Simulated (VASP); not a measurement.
Input of a VASP 6.6.1 run:

Contents of INCAR:

```
SYSTEM = Hg2P
PREC = Accurate
ENCUT = 600
EDIFF = 1E-6
ISMEAR = 0
SIGMA = 0.1
LREAL = .False.
LASPH = .True.
NELM = 100
ALGO = Normal
ISIF = 3
LWAVE = .False.
LCHARG = .False.
GGA = PE
IBRION = 2
NSW = 100
EDIFFG = -0.01
```

Contents of KPOINTS:

```
Automatic mesh
0
Gamma
  12 12 12
  0 0 0
```

Contents of POSCAR:

```
Hg2P
1.0
    0.0000000000      3.2887835300      3.2887835300
    3.2887835300      0.0000000000      3.2887835300
    3.2887835300      3.2887835300      0.0000000000
Hg P
2 1
Direct
    0.2500000000      0.2500000000      0.2500000000
    0.7500000000      0.7500000000      0.7500000000
    0.0000000000      0.0000000000      0.0000000000
```

Potentials or basis: VASP PAW PBE potentials, release 64 (Hg, P).

Launch:

```console
$ cat potpaw_PBE.64/Hg/POTCAR potpaw_PBE.64/P/POTCAR > POTCAR
$ mpirun -np 1 vasp_std > vasp.out
```

Question: Estimate the relaxed volume.

Answer: 24.33 Å³/atom.

Question: What does it give for the relaxed cell?

Answer: a = 4.691 Å, b = 4.691 Å, c = 4.691 Å, α = 60.00°, β = 60.00°, γ = 60.00°.

Question: Estimate the space group after relaxing (to 0.05 Å).

Answer: Fm-3m (No. 225).

The path:
```csv
step,energy change (eV),largest force (eV/Å),pressure (GPa),volume (Å³)
1,0.0000,0.0000,1.37,71.14
2,-0.0076,0.0000,-0.17,73.26
3,-0.0077,0.0000,0.00,73.00
```
